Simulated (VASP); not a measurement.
## Cr: single point with PBEsol+U

Cr:

```
Cr
1.0
     1.14705   -2.46703    0.00000
     1.14705    2.46703    0.00000
     0.00000    0.00000    4.06431
Cr
2
Cartesian
  1.1471 -1.8282 1.0161
  1.1471 1.8282 3.0482
```

```yaml
Program: VASP 6.6.1
Task: single point
Functional: PBEsol
Potentials_or_basis: VASP PAW PBE potentials, release 64 (Cr_pv)
Cutoff: 520 eV
k_mesh: 13 × 13 × 7
Occupations: methfessel-paxton, width 0.1 eV
Spin: collinear spin, ferromagnetic start
Starting_moments: "[4.48, 4.48] μB"
Hubbard_terms: Cr d U = 7.0 eV
Dipole_correction: no
k_mesh_for_the_DOS: 20 × 20 × 11
Occupations_for_the_DOS: tetrahedron
Further_INCAR_settings: ALGO = Fast; EDIFF = 1e-06
```

```yaml
Net_moment: 8.82 μB per cell
Site_moments: Cr +4.26 μB
Valence_electrons_inside_the_program's_atomic_spheres: Cr 11.28
```

Levels at points of the mesh, in eV from the Fermi level:
Spin up:
```tsv
k point	band 13	band 14	band 15	band 16	band 17	band 18	band 19	band 20
(0.00, 0.00, 0.00)	-2.17	-2.14	-1.62	-1.45	-0.49	-0.37	7.22	7.63
(0.50, 0.00, 0.00)	-2.61	-0.96	-0.81	-0.57	2.16	5.64	7.22	9.58
(0.50, 0.50, 0.00)	-2.87	-1.05	-0.51	-0.50	1.49	1.50	7.22	7.22
```
Spin down:
| k point | band 4 | band 5 | band 6 | band 7 | band 8 | band 9 | band 10 | band 11 | band 12 | band 13 |
| --- | --- | --- | --- | --- | --- | --- | --- | --- | --- | --- |
| (0.00, 0.00, 0.00) | -38.60 | -38.53 | -38.52 | -7.32 | -0.81 | 1.53 | 3.72 | 4.35 | 5.25 | 6.29 |
| (0.50, 0.00, 0.00) | -38.98 | -38.77 | -38.67 | -0.46 | 0.17 | 0.30 | 1.77 | 4.07 | 5.57 | 5.62 |
| (0.50, 0.50, 0.00) | -39.03 | -38.67 | -38.50 | -1.47 | -1.38 | 1.63 | 2.06 | 2.16 | 3.86 | 6.51 |

Eigenvalues of the final occupation matrices:
```
    site  spin  trace               eigenvalues
site 1 d     1   4.37  0.82 0.87 0.88 0.89 0.91
site 1 d     2   0.18  0.02 0.03 0.03 0.04 0.06
site 2 d     1   4.37  0.82 0.87 0.88 0.89 0.91
site 2 d     2   0.18  0.02 0.03 0.03 0.04 0.06
```

Wall time 12 min on 1 thread of Oxide Virtual Turin-like Processor (shared host), peak memory 0.48 GiB.

Caveat: the U is typed as a test and isn't derived for this compound. The state reached can hang on the start; a lower one may exist.
